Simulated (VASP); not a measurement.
# LiSnF4 (P4/mmm) in VASP: single point with PBE

Aim: the single point of LiSnF4 with PBE.

Program: VASP 6.6.1. These are calculated values, not measurements. Logs are shortened: lines on timing, memory, paths and dates and some standing lists are left out, and cuts for length are marked.

**1. The cell of the first run**

The structure is tetragonal, space group P4/mmm (No. 123). The conventional cell has a = 4.273 Å, b = 4.273 Å, c = 6.861 Å, α = 90.00°, β = 90.00°, γ = 90.00°. Within 4.3 Å of Li (site symmetry 4/mmm) lie 16 F at 3.30 to 4.04 Å and 4 Li at 4.27 Å. Within 2.8 Å of Sn (site symmetry 4/mmm) lie 6 F at 2.11 to 2.14 Å. F (site symmetry 4mm) has 1 Sn at 2.11 Å and 1 F at 2.65 Å within 2.8 Å. F (site symmetry mmm) has 2 Sn at 2.14 Å within 2.8 Å.

**2. Single point, PBE**

The input, POSCAR:

```
LiSnF4
1.0
    4.2731698497      0.0000000000      0.0000000000
    0.0000000000      4.2731698497      0.0000000000
    0.0000000000      0.0000000000      6.8613624113
Li Sn F
1 1 4
Direct
    0.5000000000      0.5000000000      0.5000000000
    0.0000000000      0.0000000000      0.0000000000
    0.0000000000      0.0000000000      0.3071070519
    0.0000000000      0.0000000000      0.6928929481
    0.0000000000      0.5000000000      0.0000000000
    0.5000000000      0.0000000000      0.0000000000
```

The input, INCAR.step1:

```
SYSTEM = LiSnF4
ALGO = Normal ; EDIFF = 1E-7
ENCUT = 520 ; GGA = PE
ISIF = 2 ; ISMEAR = 0
LASPH = .True. ; LCHARG = .True.
LREAL = .False. ; LWAVE = .False.
NBANDS = 32 ; NELM = 100
PREC = Accurate ; SIGMA = 0.1
```

The input, KPOINTS.step1:

```
k-points
0
Gamma
  10 10 6
  0 0 0
```

The input, INCAR.step2:

```
SYSTEM = LiSnF4
ALGO = Normal ; EDIFF = 1E-7
ENCUT = 520 ; GGA = PE
ICHARG = 11 ; ISIF = 2
ISMEAR = -5 ; LASPH = .True.
LCHARG = .False. ; LORBIT = 11
LREAL = .False. ; LWAVE = .False.
NEDOS = 2001 ; NELM = 100
PREC = Accurate ; SIGMA = 0.1
```

The input, KPOINTS.step2:

```
k-points
0
Gamma
  15 15 9
  0 0 0
```

Potentials or basis: VASP PAW PBE potentials, release 64 (Li_sv, Sn_d, F).

The run is started by

```
$ cat potpaw_PBE.64/Li_sv/POTCAR potpaw_PBE.64/Sn_d/POTCAR potpaw_PBE.64/F/POTCAR > POTCAR
$ cp INCAR.step1 INCAR
$ cp KPOINTS.step1 KPOINTS
$ mpirun -np 1 vasp_std > vasp.out
$ cp INCAR.step2 INCAR
$ cp KPOINTS.step2 KPOINTS
$ mpirun -np 1 vasp_std > vasp.out
```

OUTCAR:

```text
SYSTEM = LiSnF4
   EDIFF = 1E-7
   ENCUT = 520
   GGA = PE
   ICHARG = 11
   ISIF = 2
   ISMEAR = -5
   LASPH = .True.
   LORBIT = 11
   LREAL = .False.
   NELM = 100
   PREC = Accurate

 ion  position               nearest neighbor table
   1  0.500  0.500  0.500-
   2  0.000  0.000  0.000-   3 2.11   4 2.11   5 2.14   6 2.14   5 2.14   6 2.14
   3  0.000  0.000  0.307-   2 2.11
   4  0.000  0.000  0.693-   2 2.11
   5  0.000  0.500  0.000-   2 2.14   2 2.14
   6  0.500  0.000  0.000-   2 2.14   2 2.14

  LATTYP: Found a simple tetragonal cell.
 ALAT       =     4.2731698497
 C/A-ratio  =     1.6056844574

  Lattice vectors:

 A1 = (   4.2731698497,   0.0000000000,   0.0000000000)
 A2 = (   0.0000000000,   4.2731698497,   0.0000000000)
 A3 = (   0.0000000000,   0.0000000000,   6.8613624113)

Analysis of symmetry for initial positions (statically):
=====================================================================
 Subroutine PRICEL returns:
 Original cell was already a primitive cell.

 Routine SETGRP: Setting up the symmetry group for a
 simple tetragonal supercell.

 Subroutine GETGRP returns: Found 16 space group operations
 (whereof 16 operations were pure point group operations)
 out of a pool of 16 trial point group operations.

The static configuration has the point symmetry D_4h.

Analysis of symmetry for dynamics (positions and initial velocities):
=====================================================================
 Subroutine PRICEL returns:
 Original cell was already a primitive cell.

 Routine SETGRP: Setting up the symmetry group for a
 simple tetragonal supercell.

 Subroutine GETGRP returns: Found 16 space group operations
 (whereof 16 operations were pure point group operations)
 out of a pool of 16 trial point group operations.

The dynamic configuration has the point symmetry D_4h.

 Subroutine INISYM returns: Found 16 space group operations
 (whereof 16 operations are pure point group operations),
 and found     1 'primitive' translations

----------------------------------------------------------------------------------------

                                     Primitive cell

  volume of cell :     125.2883

  direct lattice vectors                    reciprocal lattice vectors
     4.273169850  0.000000000  0.000000000     0.234018313  0.000000000  0.000000000
     0.000000000  4.273169850  0.000000000     0.000000000  0.234018313  0.000000000
     0.000000000  0.000000000  6.861362411     0.000000000  0.000000000  0.145743650

  length of vectors
     4.273169850  4.273169850  6.861362411     0.234018313  0.234018313  0.145743650

  position of ions in fractional coordinates (direct lattice)
     0.500000000  0.500000000  0.500000000
     0.000000000  0.000000000  0.000000000
     0.000000000  0.000000000  0.307107052
     0.000000000  0.000000000  0.692892948
     0.000000000  0.500000000  0.000000000
     0.500000000  0.000000000  0.000000000

  ion indices of the primitive-cell ions
   primitive index   ion index
                 1           1
                 2           2
                 3           3
                 4           4
                 5           5
                 6           6

----------------------------------------------------------------------------------------

 KPOINTS: k-points

Automatic generation of k-mesh.
 Grid dimensions read from file:
 generate k-points for:   15   15    9

 Generating k-lattice:

  Cartesian coordinates                     Fractional coordinates (reciprocal lattice)
     0.015601221  0.000000000  0.000000000     0.066666667  0.000000000  0.000000000
     0.000000000  0.015601221  0.000000000     0.000000000  0.066666667  0.000000000
     0.000000000  0.000000000  0.016193739     0.000000000  0.000000000  0.111111111

  Length of vectors
     0.015601221  0.015601221  0.016193739

  Shift w.r.t. Gamma in fractional coordinates (k-lattice)
     0.000000000  0.000000000  0.000000000

 TETIRR: Found   3013 inequivalent tetrahedra from    12150

 Subroutine IBZKPT returns following result:
 ===========================================

 Found    180 irreducible k-points:

 Following reciprocal coordinates:
            Coordinates               Weight
  0.000000  0.000000  0.000000      1.000000
  0.066667  0.000000  0.000000      4.000000
  0.133333  0.000000  0.000000      4.000000
  0.200000  0.000000  0.000000      4.000000
  0.266667  0.000000  0.000000      4.000000
  0.333333  0.000000  0.000000      4.000000
[... 16 lines left out ...]
  0.266667  0.200000  0.000000      8.000000
  0.333333  0.200000  0.000000      8.000000
 [... further k-points ...]
   k-points           NKPTS =    180   k-points in BZ     NKDIM =    180   number of bands    NBANDS=     27
   number of dos      NEDOS =   2001   number of ions     NIONS =      6
   total plane-waves  NPLWV =  55296
   dimension x,y,z NGX =    32 NGY =   32 NGZ =   54
   dimension x,y,z NGXF=    64 NGYF=   64 NGZF=  108
   ions per type =               1   1   4
   NGX,Y,Z   is equivalent  to a cutoff of  12.45, 12.45, 13.08 a.u.
   NGXF,Y,Z  is equivalent  to a cutoff of  24.90, 24.90, 26.17 a.u.
 SYSTEM =  LiSnF4
   PREC   = accura    normal or accurate (medium, high low for compatibility)
   ISTART =      0    job   : 0-new  1-cont  2-samecut
   ICHARG =     11    charge: 1-file 2-atom 10-const
   ISPIN  =      1    spin polarized calculation?
   LNONCOLLINEAR =      F non collinear calculations
   LSORBIT =      F    spin-orbit coupling
   LASPH  =      T    aspherical Exc in radial PAW
   ENCUT  =  520.0 eV  38.22 Ry    6.18 a.u.   7.95  7.95 12.76*2*pi/ulx,y,z
   NELM   =    100;   NELMIN=  2; NELMDL=  0     # of ELM steps
   EDIFF  = 0.1E-06   stopping-criterion for ELM
   LREAL  =      F    real-space projection
   EDIFFG = 0.1E-05   stopping-criterion for IOM
   NSW    =      0    number of steps for IOM
   IBRION =     -1    ionic relax: 0-MD 1-quasi-New 2-CG
   NFREE  =      0    steps in history (QN), initial steepest desc. (CG)
   ISIF   =      2    stress and relaxation
   ISYM   =      2    0-nonsym 1-usesym 2-fastsym
   POTIM  = 0.5000    time-step for ionic-motion
   TEBEG  =    0.0;   TEEND  =   0.0 temperature during run
   PSTRESS=    0.0 pullay stress
   NELECT =      45.0000    total number of electrons
   NUPDOWN=      -1.0000    fix difference up-down
   EMIN   =  10.00;   EMAX   =-10.00  energy-range for DOS
   EFERMI =   0.00;   METHOD = LEGACY
   ISMEAR =    -5;   SIGMA  =   0.10  broadening in eV -4-tet -1-fermi 0-gaus
   EFERMI_NEDOS =   21; number of points for ismear=-14 and -15
   IALGO  =     38    algorithm
   IMIX   =      4    mixing-type and parameters
     AMIX     =   0.40;   BMIX     =  1.00
     AMIX_MAG =   1.60;   BMIX_MAG =  1.00
  volume/ion in A,a.u.               =      20.88       140.91
  Fermi-wavevector in a.u.,A,eV,Ry     =   1.163703  2.199080 18.425070  1.354204
  Thomas-Fermi vector in A             =   2.300250
   LORBIT       =     11    0 simple, 1 ext, 2 COOP (PROOUT), +10 PAW based schemes
   GGA     = PE    functional components
   LHFCALC =     F    Hartree Fock is set to
   AEXX    =    0.0000 exact exchange contribution
   IVDW    =     0    specifies the selected vdW correction
   LEPSILON=     F    determine dielectric tensor
   LRPA    =     F    only Hartree local field effects (RPA)
 non-spin polarized calculation
 Fermi weights with tetrahedron method with Bloechl corrections
  energy-cutoff  :      520.00
  volume of cell :      125.29
 maximum number of plane-waves:      3402
 NGX is ok and might be reduce to    32

 number of electron      44.9999970 magnetization

 Free energy of the ion-electron system (eV)
  ---------------------------------------------------
  ext. energy  EPLUGINS =         0.00000000
  ---------------------------------------------------
  free energy    TOTEN  =       -25.82101737 eV

  energy without entropy =      -25.82101737  energy(sigma->0) =      -25.82101737

 E-fermi :   1.5545     XC(G=0):  -7.0265

 val. band max:        1.5325103806   @ k =   0.3333   0.1333   0.4444
 cond. band min:       1.5493047005   @ k =   0.2667   0.2667   0.3333
 fundamental gap:      0.0167943199
 Fermi energy:         1.5544923762

 k-point     1 :       0.0000    0.0000    0.0000
  band No.  band energies     occupation
      1     -48.2407      2.00000
      2     -23.6470      2.00000
      3     -23.6271      2.00000
      4     -22.2901      2.00000
      5     -21.6564      2.00000
      6     -20.6098      2.00000
[... 19 lines left out ...]
     26       7.9817      0.00000
     27       7.9880      0.00000

 k-point     2 :       0.0667    0.0000    0.0000
  band No.  band energies     occupation
      1     -48.2407      2.00000
      2     -23.6418      2.00000
      3     -23.6162      2.00000
      4     -22.2902      2.00000
      5     -21.6562      2.00000
      6     -20.6102      2.00000
[... 19 lines left out ...]
     26       7.6558      0.00000
     27       7.9853      0.00000

 k-point     3 :       0.1333    0.0000    0.0000
  band No.  band energies     occupation
      1     -48.2407      2.00000
      2     -23.6385      2.00000
      3     -23.5733      2.00000
      4     -22.2905      2.00000
      5     -21.6558      2.00000
      6     -20.6114      2.00000
[... 594 lines left out ...]
      1     -48.2407      2.00000
      2     -23.5045      2.00000
      3     -23.4139      2.00000
      4     -22.2937      2.00000
      5     -21.6528      2.00000
      6     -20.6188      2.00000
[... 19 lines left out ...]
     26       6.1425      0.00000
     27       6.8209      0.00000

 k-point    24 :       0.3333    0.2000    0.0000
  band No.  band energies     occupation
      1     -48.2407      2.00000
      2     -23.5029      2.00000
      3     -23.3241      2.00000
      4     -22.2954      2.00000
      5     -21.6519      2.00000
      6     -20.6208      2.00000
[... 19 lines left out ...]
     26       5.7357      0.00000
     27       6.6476      0.00000

 [... further k-points ...]

------------------------ aborting loop because EDIFF is reached ----------------------------------------

  FORCE on cell =-STRESS in cart. coord.  units (eV):
  Direction    XX          YY          ZZ          XY          YZ          ZX
  --------------------------------------------------------------------------------------
  -------------------------------------------------------------------------------------
  Total        0.0160775      0.0160775      0.1720381      0.0000000      0.0000000      0.0000000
  in kB        0.2055978      0.2055978      2.2000097      0.0000000      0.0000000      0.0000000
  external PRESSURE =       0.8704018 kB  Pullay stress =       0.0000000 kB

 VOLUME and BASIS-vectors are now :
 -----------------------------------------------------------------------------
  energy-cutoff  :      520.00
  volume of cell :      125.29
      direct lattice vectors                 reciprocal lattice vectors
     4.273169850  0.000000000  0.000000000     0.234018313  0.000000000  0.000000000
     0.000000000  4.273169850  0.000000000     0.000000000  0.234018313  0.000000000
     0.000000000  0.000000000  6.861362411     0.000000000  0.000000000  0.145743650

 POSITION                                       TOTAL-FORCE (eV/Angst)
 -----------------------------------------------------------------------------------
      2.13658      2.13658      3.43068         0.000000      0.000000     -0.000000
      0.00000      0.00000      0.00000         0.000000      0.000000     -0.000000
      0.00000      0.00000      2.10717        -0.000000      0.000000      0.068186
      0.00000      0.00000      4.75419         0.000000     -0.000000     -0.068186
      0.00000      2.13658      0.00000         0.000000      0.000000     -0.000000
      2.13658      0.00000      0.00000         0.000000      0.000000     -0.000000
 -----------------------------------------------------------------------------------
    total drift:                                0.000000      0.000000     -0.000000

  FREE ENERGIE OF THE ION-ELECTRON SYSTEM (eV)
  ---------------------------------------------------
  free  energy   TOTEN  =       -25.8210173682 eV

  energy  without entropy=      -25.8210173682  energy(sigma->0) =      -25.82101737

 total charge

# of ion       s       p       d       tot
------------------------------------------
    1        1.984   0.003   0.000   1.987
    2        1.134   0.712  10.192  12.038
    3        1.744   4.303   0.000   6.047
    4        1.744   4.303   0.000   6.047
    5        1.752   4.331   0.000   6.083
    6        1.752   4.331   0.000   6.083
--------------------------------------------------
tot         10.111  17.984  10.192  38.286
```

Wall time 5.5 min (1 thread of Intel Xeon 6975P-C (Granite Rapids), shared host); peak memory 0.59 GiB.

What came out:

| Quantity | Value |
| --- | --- |
| Valence electrons inside the program's atomic spheres | Li 1.99; Sn 12.04; F 6.05, 6.08 (each value once) |

Caveat: the cutoff is under 1.25 times the usual one of these potentials, so pressure, stress and relaxed cells hold a basis-set (Pulay) error; spin-orbit coupling is left out, which moves the levels of the heavy elements; an odd number of electrons without spin polarisation forces a metal; a magnetic or distorted state may lie lower; tetrahedron occupations give inexact forces and stress in metals.
